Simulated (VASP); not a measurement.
Write the native input for VASP 6.6.1 that does the following.

| Property | Result |
| --- | --- |
| Task | single point |
| Functional | LDA |
| Potentials or basis | VASP PAW LDA potentials, release 64 (Pt) |
| Cutoff | 520 eV |
| k mesh | 20 × 20 × 20 |
| Occupations | gaussian, width 0.15 eV |
| Spin | no spin polarisation |
| Dipole correction | no |
| Further INCAR settings | ALGO = Fast; EDIFF = 1e-06; NBANDS = 11 |

The structure of Pt lies in POSCAR:

```
Pt
1.0
    0.0000000000      1.9468328700      1.9127632948
    2.1609844857      0.0000000000      1.9127632948
    2.1609844857      1.9468328700      0.0000000000
Pt
1
Direct
    0.0000000000      0.0000000000      0.0000000000
```

This cell differs from its parent crystal: normal strain along x +0.1100, normal strain along z -0.0175.

These files were run (other wordings do the same):

INCAR

```
  PREC = Accurate
  ENCUT = 520
  EDIFF = 1E-6
  ISMEAR = 0
  SIGMA = 0.15
  LREAL = F
  LASPH = T
  NELM = 80
  ALGO = Fast
  ISIF = 2
  LWAVE = F
  LCHARG = F
  NBANDS = 11
```

KPOINTS

```
Automatic mesh
0
Gamma
  20 20 20
```

Potentials or basis: VASP PAW LDA potentials, release 64 (Pt).

Command:

```sh
$ cat potpaw_LDA.64/Pt/POTCAR > POTCAR
$ mpirun -np 1 vasp_std > vasp.out
```

Results of the run:

| Item | Value |
| --- | --- |
| Pressure | -19.0 GPa |
| Band gap on the k mesh | zero (bands 5 and 6 overlap by 2.49 eV) |

Caveat: the cell differs from its parent crystal (normal strain along x +0.1100, normal strain along z -0.0175); the cell stands under tension; spin-orbit coupling is left out, which moves the levels of the heavy elements.

Run time: 2.5 min on 1 thread of Intel(R) Xeon(R) Platinum 8488C (Sapphire Rapids), with other jobs on the host, peak memory 0.3 GiB.
